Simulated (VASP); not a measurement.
# Zr7Ge (Fm-3m) in VASP: a series of runs

Zr7Ge is run at these levels: PBE; tasks: single point.

Everything below comes from runs of VASP 6.6.1. Logs are shortened: lines on timing, memory, paths and dates and some standing lists are left out, and cuts for length are marked.

## 1. The cell of the first run

It takes space group Fm-3m (No. 225, cubic). Conventional cell: a = 8.878 Å, b = 8.878 Å, c = 8.878 Å, α = 90.00°, β = 90.00°, γ = 90.00°. Zr (site symmetry m-3m) has 12 Zr at 3.14 Å within 4.1 Å. Within 4.1 Å of Zr (site symmetry mmm) lie 10 Zr at 3.14 Å and 2 Ge at 3.14 Å. Within 4.1 Å of Ge (site symmetry m-3m) lie 12 Zr at 3.14 Å.

The cell was built from a structure type or drawn by symmetry, and may not be a known phase.

## 2. Single point, PBE

INCAR

```
PREC = Accurate
ENCUT = 500
EDIFF = 1E-6
ISMEAR = 0
SIGMA = 0.2
LREAL = False
LASPH = True
NELM = 120
ALGO = Normal
ISIF = 2
LWAVE = False
LCHARG = False
GGA = PE
NBANDS = 59
GGA_COMPAT = False
```

KPOINTS

```
regular mesh
0
Gamma
  4 4 4
```

POSCAR

```
Zr7Ge
1.0
    0.0000000000      4.4391606859      4.4391606859
    4.4391606859      0.0000000000      4.4391606859
    4.4391606859      4.4391606859      0.0000000000
Zr Ge
7 1
Direct
    0.0000000000      0.0000000000      0.0000000000
    0.0000000000      0.5000000000      0.0000000000
    0.5000000000      0.0000000000      0.0000000000
    0.0000000000      0.5000000000      0.5000000000
    0.5000000000      0.0000000000      0.5000000000
    0.0000000000      0.0000000000      0.5000000000
    0.5000000000      0.5000000000      0.0000000000
    0.5000000000      0.5000000000      0.5000000000
```

Potentials or basis: VASP PAW PBE potentials, release 64 (Zr_sv, Ge_d).

Started as:

```
> cat potpaw_PBE.64/Zr_sv/POTCAR potpaw_PBE.64/Ge_d/POTCAR > POTCAR
> mpirun -np 1 vasp_std > vasp.out
```

OUTCAR:

```text
PREC = Accurate
   ENCUT = 500
   EDIFF = 1E-6
   ISMEAR = 0
   LREAL = False
   LASPH = True
   NELM = 120
   ISIF = 2
   GGA = PE

 ion  position               nearest neighbor table
   1  0.000  0.000  0.000-   2 3.14   3 3.14   6 3.14   4 3.14   5 3.14   6 3.14   2 3.14   4 3.14
                             7 3.14   3 3.14   5 3.14   7 3.14
   2  0.000  0.500  0.000-   1 3.14   4 3.14   7 3.14   4 3.14   6 3.14   8 3.14   1 3.14   3 3.14
                             6 3.14   3 3.14   7 3.14   8 3.14
   3  0.500  0.000  0.000-   1 3.14   5 3.14   7 3.14   5 3.14   6 3.14   8 3.14   2 3.14   7 3.14
                             8 3.14   1 3.14   2 3.14   6 3.14
   4  0.000  0.500  0.500-   2 3.14   6 3.14   8 3.14   1 3.14   2 3.14   7 3.14   1 3.14   5 3.14
                             6 3.14   5 3.14   7 3.14   8 3.14
   5  0.500  0.000  0.500-   3 3.14   6 3.14   8 3.14   1 3.14   3 3.14   7 3.14   4 3.14   7 3.14
                             8 3.14   1 3.14   4 3.14   6 3.14
   6  0.000  0.000  0.500-   1 3.14   4 3.14   5 3.14   1 3.14   2 3.14   3 3.14   2 3.14   4 3.14
                             8 3.14   3 3.14   5 3.14   8 3.14
   7  0.500  0.500  0.000-   2 3.14   3 3.14   8 3.14   4 3.14   5 3.14   8 3.14   1 3.14   3 3.14
                             5 3.14   1 3.14   2 3.14   4 3.14
   8  0.500  0.500  0.500-   4 3.14   5 3.14   7 3.14   2 3.14   3 3.14   7 3.14   3 3.14   5 3.14
                             6 3.14   2 3.14   4 3.14   6 3.14

  LATTYP: Found a face centered cubic cell.
 ALAT       =     8.8783213718

  Lattice vectors:

 A1 = (   0.0000000000,   4.4391606859,   4.4391606859)
 A2 = (   4.4391606859,   0.0000000000,   4.4391606859)
 A3 = (   4.4391606859,   4.4391606859,   0.0000000000)

Analysis of symmetry for initial positions (statically):
=====================================================================
 Subroutine PRICEL returns:
 Original cell was already a primitive cell.

 Routine SETGRP: Setting up the symmetry group for a
 face centered cubic supercell.

 Subroutine GETGRP returns: Found 48 space group operations
 (whereof 48 operations were pure point group operations)
 out of a pool of 48 trial point group operations.

The static configuration has the point symmetry O_h .

Analysis of symmetry for dynamics (positions and initial velocities):
=====================================================================
 Subroutine PRICEL returns:
 Original cell was already a primitive cell.

 Routine SETGRP: Setting up the symmetry group for a
 face centered cubic supercell.

 Subroutine GETGRP returns: Found 48 space group operations
[... 105 lines left out ...]
   ISYM   =      2    0-nonsym 1-usesym 2-fastsym
   POTIM  = 0.5000    time-step for ionic-motion
   TEBEG  =    0.0;   TEEND  =   0.0 temperature during run
   PSTRESS=    0.0 pullay stress
   NELECT =      98.0000    total number of electrons
   NUPDOWN=      -1.0000    fix difference up-down
   EMIN   =  10.00;   EMAX   =-10.00  energy-range for DOS
   EFERMI =   0.00;   METHOD = LEGACY
   ISMEAR =     0;   SIGMA  =   0.20  broadening in eV -4-tet -1-fermi 0-gaus
   EFERMI_NEDOS =   21; number of points for ismear=-14 and -15
   IALGO  =     38    algorithm
   IMIX   =      4    mixing-type and parameters
     AMIX     =   0.40;   BMIX     =  1.00
     AMIX_MAG =   1.60;   BMIX_MAG =  1.00
  volume/ion in A,a.u.               =      21.87       147.58
  Fermi-wavevector in a.u.,A,eV,Ry     =   1.349499  2.550184 24.778227  1.821148
  Thomas-Fermi vector in A             =   2.477081
   LORBIT       =      0    0 simple, 1 ext, 2 COOP (PROOUT), +10 PAW based schemes
   GGA     = PE    functional components
   LHFCALC =     F    Hartree Fock is set to
   AEXX    =    0.0000 exact exchange contribution
   IVDW    =     0    specifies the selected vdW correction
   LEPSILON=     F    determine dielectric tensor
   LRPA    =     F    only Hartree local field effects (RPA)
 non-spin polarized calculation
 Gauss-broadening in eV      SIGMA  =   0.20
  energy-cutoff  :      500.00
  volume of cell :      174.96
 maximum number of plane-waves:      4477
 NGX is ok and might be reduce to    48
   NGX = 23   NGY = 23   NGZ = 23

 number of electron      97.9999997 magnetization

 Free energy of the ion-electron system (eV)
  ---------------------------------------------------
  ext. energy  EPLUGINS =         0.00000000
  ---------------------------------------------------
  free energy    TOTEN  =       -65.25132607 eV

  energy without entropy =      -65.04864416  energy(sigma->0) =      -65.14998511

 E-fermi :   9.0064     XC(G=0): -11.2767

 val. band max:        8.8393362735   @ k =   0.5000   0.2500   0.0000
 cond. band min:       9.0315548396   @ k =  -0.2500   0.2500   0.0000
 fundamental gap:      0.1922185661
 Fermi energy:         9.0064333865

 k-point     1 :       0.0000    0.0000    0.0000
  band No.  band energies     occupation
      1     -39.6010      2.00000
      2     -39.4587      2.00000
      3     -39.4587      2.00000
      4     -39.4587      2.00000
      5     -39.3999      2.00000
      6     -39.3999      2.00000
[... 485 lines left out ...]
     58      11.5652      0.00000
     59      11.6463      0.00000

------------------------ aborting loop because EDIFF is reached ----------------------------------------

  FORCE on cell =-STRESS in cart. coord.  units (eV):
  Direction    XX          YY          ZZ          XY          YZ          ZX
  --------------------------------------------------------------------------------------
  -------------------------------------------------------------------------------------
  Total        0.1176389      0.1176389      0.1176389     -0.0000000      0.0000000      0.0000000
  in kB        1.0772811      1.0772811      1.0772811     -0.0000000      0.0000000      0.0000000
  external PRESSURE =       1.0772811 kB  Pullay stress =       0.0000000 kB

 VOLUME and BASIS-vectors are now :
 -----------------------------------------------------------------------------
  energy-cutoff  :      500.00
  volume of cell :      174.96
      direct lattice vectors                 reciprocal lattice vectors
     0.000000000  4.439160686  4.439160686    -0.112633904  0.112633904  0.112633904
     4.439160686  0.000000000  4.439160686     0.112633904 -0.112633904  0.112633904
     4.439160686  4.439160686  0.000000000     0.112633904  0.112633904 -0.112633904

 POSITION                                       TOTAL-FORCE (eV/Angst)
 -----------------------------------------------------------------------------------
      0.00000      0.00000      0.00000        -0.000000      0.000000     -0.000000
      2.21958      0.00000      2.21958         0.000000      0.000000      0.000000
      0.00000      2.21958      2.21958         0.000000      0.000000      0.000000
      4.43916      2.21958      2.21958        -0.000000      0.000000     -0.000000
      2.21958      4.43916      2.21958        -0.000000     -0.000000     -0.000000
      2.21958      2.21958      0.00000         0.000000     -0.000000     -0.000000
      2.21958      2.21958      4.43916        -0.000000      0.000000     -0.000000
      4.43916      4.43916      4.43916        -0.000000     -0.000000      0.000000
 -----------------------------------------------------------------------------------
    total drift:                                0.000000      0.000000      0.000000

  FREE ENERGIE OF THE ION-ELECTRON SYSTEM (eV)
  ---------------------------------------------------
  free  energy   TOTEN  =       -65.2513260655 eV

  energy  without entropy=      -65.0486441620  energy(sigma->0) =      -65.14998511
```

OSZICAR:

```text
N       E                     dE             d eps       ncg     rms          rms(c)
DAV:   1     0.128925424649E+04    0.12893E+04   -0.48009E+04  1182   0.231E+03
DAV:   2     0.115583442205E+03   -0.11737E+04   -0.11319E+04  1111   0.794E+02
DAV:   3    -0.473075462167E+02   -0.16289E+03   -0.15687E+03  1216   0.189E+02
DAV:   4    -0.663641790054E+02   -0.19057E+02   -0.18421E+02  1488   0.547E+01
DAV:   5    -0.676232406691E+02   -0.12591E+01   -0.12515E+01  1504   0.132E+01    0.289E+01
DAV:   6    -0.655530085992E+02    0.20702E+01   -0.51506E+00  1274   0.108E+01    0.114E+01
DAV:   7    -0.652926028285E+02    0.26041E+00   -0.23261E+00  1256   0.682E+00    0.269E+00
DAV:   8    -0.652428776956E+02    0.49725E-01   -0.61639E-01  1288   0.319E+00    0.188E+00
DAV:   9    -0.652540805627E+02   -0.11203E-01   -0.14829E-01  1288   0.203E+00    0.442E-01
DAV:  10    -0.652508849504E+02    0.31956E-02   -0.26198E-02  1248   0.966E-01    0.180E-01
DAV:  11    -0.652513359177E+02   -0.45097E-03   -0.22716E-03  1272   0.258E-01    0.308E-02
DAV:  12    -0.652513332085E+02    0.27092E-05   -0.19961E-04  1525   0.771E-02    0.165E-02
DAV:  13    -0.652513276020E+02    0.56064E-05   -0.16989E-05  1272   0.206E-02    0.756E-03
DAV:  14    -0.652513259448E+02    0.16572E-05   -0.32589E-06   986   0.108E-02    0.171E-03
DAV:  15    -0.652513260655E+02   -0.12070E-06   -0.31443E-07   712   0.381E-03
   1 F= -.65251326E+02 E0= -.65149985E+02  d E =-.202682E+00
```

Wall time 1.9 min (1 thread of Intel Xeon Platinum 8559C (Emerald Rapids), shared host); peak memory 0.33 GiB.

Results:

| Property | Result |
| --- | --- |
| Free energy | -65.2513 eV |
| Pressure | 0.1 GPa |
| Band gap on the k mesh | zero (bands 49 and 50 overlap by 1.14 eV) |

## 3. Single point, PBE

INCAR

```
ALGO = Normal ; EDIFF = 1E-6
ENCUT = 500 ; GGA = PE
GGA_COMPAT = F ; ISIF = 2
ISMEAR = 0 ; LASPH = T
LCHARG = T ; LELF = T
LREAL = F ; LVHAR = T
LWAVE = F ; NBANDS = 59
NELM = 120 ; PREC = Accurate
SIGMA = 0.2
```

KPOINTS

```
k-points
0
Gamma
  4 4 4
```

POSCAR

```
Zr7Ge
1.0
    0.0000000000      4.4389444756      4.4389444756
    4.4389444756      0.0000000000      4.4389444756
    4.4389444756      4.4389444756      0.0000000000
Zr Ge
7 1
Direct
    0.5000000000      0.5000000000      0.5000000000
    0.5000000000      0.0000000000      0.0000000000
    0.5000000000      0.0000000000      0.5000000000
    0.0000000000      0.5000000000      0.5000000000
    0.0000000000      0.5000000000      0.0000000000
    0.5000000000      0.5000000000      0.0000000000
    0.0000000000      0.0000000000      0.5000000000
    0.0000000000      0.0000000000      0.0000000000
```

Potentials or basis: VASP PAW PBE potentials, release 64 (Zr_sv, Ge_d).

Started as:

```
> cat potpaw_PBE.64/Zr_sv/POTCAR potpaw_PBE.64/Ge_d/POTCAR > POTCAR
> mpirun -np 1 vasp_std > vasp.out
```

It took 1.9 min on 1 thread of Intel Xeon Platinum 8559C (Emerald Rapids), shared host; peak memory 0.33 GiB.

Results (log left out):

```yaml
Free_energy: -65.2513 eV
Pressure: 0.1 GPa
Band_gap_on_the_k_mesh: zero (bands 49 and 50 overlap by 1.14 eV)
```

Levels at points of the mesh, in eV from the Fermi level:
```csv
k point,band 47,band 48,band 49,band 50,band 51,band 52
"(0.00, 0.00, 0.00)",-1.18,0.83,0.83,0.83,0.91,0.91
"(0.50, 0.00, 0.00)",-0.31,-0.25,-0.25,-0.19,0.09,0.44
"(0.50, 0.50, 0.00)",-0.39,-0.39,-0.35,-0.20,-0.20,0.28
```
